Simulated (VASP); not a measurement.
Runs of VASP 6.6.1 on PbF2. The structure is that of space group Fm-3m (No. 225), or close to it. The cells are those of the table. 

| cell | gap on the mesh (eV) | pressure (GPa) |
| --- | --- | --- |
| a = 4.397 Å, angles 60.0°, 3 atoms | 4.32 | (b) |
| a = 4.223 Å, angles 60.0°, 3 atoms | 4.42 | 0.8 |
| a = 4.275 Å, angles 60.0°, 3 atoms | 4.41 | (a) |
| a = 4.080 Å, angles 60.0°, 3 atoms | 4.38 | 10.2 |
| a = 4.191 Å, angles 60.0°, 3 atoms | 4.42 | (c) |

Alike in all rows: task single point; level PBE; potentials or basis VASP PAW PBE potentials, release 64 (Pb_d, F); no spin polarisation; k mesh 8 × 8 × 8; cutoff (eV) 520; smearing gaussian 0.02 eV.

Problem. Estimate the missing entries.

Solution. (a) -1.6; (b) -5.7; (c) 2.5.

Caveats: spin-orbit coupling is left out, which moves the levels of the heavy elements.

A k mesh can miss the band edges, and the runs leave out spin-orbit coupling on Pb.
